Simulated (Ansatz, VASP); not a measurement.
W: VASP beside Ansatz

```
CELL_PARAMETERS angstrom
4.74800 0.00000 0.00000
-2.37400 4.11189 0.00000
0.00000 0.00000 2.63553
ATOMIC_POSITIONS crystal
W 0.00000 0.00000 0.00000
W 0.33333 0.66667 0.50000
W 0.66667 0.33333 0.50000
```

Alike in both runs: task single point; functional BLYP; k mesh 9 × 9 × 13; occupations fermi-dirac, width 0.1 eV; no spin polarisation.

```csv
,VASP,Ansatz
version,VASP 6.6.1,Ansatz 0.2.0
potentials or method,"VASP PAW PBE potentials, release 64 (W_sv), cutoff 520 eV","plane waves (420 eV) with PAW, scalar-relativistic"
valence electrons in the cell,42,42
```

Ansatz gave:

| Quantity | Value |
| --- | --- |
| pressure (GPa) | 0.1 |
| traceless stress, the component that is largest in VASP (GPa) | -1.01 |

Q: What did VASP give for the same quantities?

A: Pressure (GPa): 1.6; traceless stress, the component that is largest in VASP (GPa): -0.65.

VASP's potentials were made for PBE, not for BLYP. The functional is the same, so the differences come from potentials, cutoffs and numerics.

Spin-orbit coupling is off throughout.
